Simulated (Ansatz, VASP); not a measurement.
Given: the input of a run of Ansatz 0.2.0 on Pb.

Contents of input.yaml:

```yaml
crystal:
  lattice:
    - [0.0, 2.4914113386, 2.4914113386]
    - [2.4914113386, 0.0, 2.4914113386]
    - [2.4914113386, 2.4914113386, 0.0]
  atoms:
    - { symbol: Pb, position: [0.0, 0.0, 0.0] }
hamiltonian:
  xc: pbesol
  pseudopotentials: { kind: paw_fr }
magnetization:
  noncollinear: true
  spin_orbit: true
kpoints:
  mp_grid: { grid: [9, 9, 9] }
scf:
  occupations: { method: fermi_dirac, width: 0.05 }
output:
  forces: true
  stress: true
  eigenvalues: true
```

Potentials or basis: Ansatz PAW.

Run with:

```bash
$ ansatz run input.yaml --threads 2 --pin off --max-ram 5120MiB --backend cpu --events-out ev --progress --plain --runs-dir out
```

Q: Translate it to VASP 6.6.1. Potentials there: VASP PAW PBE potentials, release 64 (Pb_d).

A: As run (the cutoff follows the program's own potentials):

File INCAR:

```
SYSTEM = Pb
ALGO = Normal ; EDIFF = 1E-7
ENCUT = 520 ; GGA = PS
GGA_COMPAT = .False. ; ISIF = 2
ISMEAR = -1 ; LASPH = .True.
LCHARG = .False. ; LORBIT = 11
LORBMOM = .True. ; LREAL = .False.
LSORBIT = .True. ; LWAVE = .False.
MAGMOM = 0 0 0 ; NBANDS = 25
NELM = 150 ; PREC = Accurate
SIGMA = 0.05
```

Contents of KPOINTS:

```
k-points
0
Gamma
  9 9 9
  0 0 0
```

POSCAR

```
Pb
1.0
    0.0000000000      2.4914113386      2.4914113386
    2.4914113386      0.0000000000      2.4914113386
    2.4914113386      2.4914113386      0.0000000000
Pb
1
Direct
    0.0000000000      0.0000000000      0.0000000000
```

Potentials or basis: VASP PAW PBE potentials, release 64 (Pb_d).

Run with:

```bash
$ cat potpaw_PBE.64/Pb_d/POTCAR > POTCAR
$ mpirun -np 1 vasp_ncl > vasp.out
```

Both were run:

|  | VASP | Ansatz | Ansatz less VASP |
| --- | --- | --- | --- |
| pressure (GPa) | -1.5 | -1.5 | -0.03 |

VASP's potentials were made for PBE, not for PBEsol. The functional is the same, so the differences come from potentials, cutoffs and numerics.
